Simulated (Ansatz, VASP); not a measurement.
**KTaO3: VASP beside Ansatz**

```
K Ta O
1.0
     3.98830    0.00000    0.00000
     0.00000    3.98830    0.00000
     0.00000    0.00000    3.90853
K Ta O
1 1 3
Direct
  0.50000 0.50000 0.50000
  0.00000 0.00000 0.00000
  0.50000 0.00000 0.00000
  0.00000 0.50000 0.00000
  0.00000 0.00000 0.50000
```

Change from the starting cell: zz strain of -2 %.

Alike in both runs: task single point; functional PBE; k mesh 5 × 5 × 5; occupations fermi-dirac, width 0.01 eV; no spin polarisation.

|  | VASP | Ansatz |
| --- | --- | --- |
| version | VASP 6.6.1 | Ansatz 0.2.0 |
| potentials or method | VASP PAW PBE potentials, release 64 (K_sv, Ta_pv, O), cutoff 520 eV | all-electron LAPW, scalar-relativistic |

```csv
,VASP,Ansatz,Ansatz less VASP
gap on the k mesh at the Fermi level (eV),2.31,2.36,+0.056
pressure (GPa),10.8,10.1,-0.71
"traceless stress, the component that is largest in VASP (GPa)",5.79,5.67,-0.118
```

Ansatz ran all-electron here, and VASP with PAW potentials.

Neither program's run includes spin-orbit coupling.
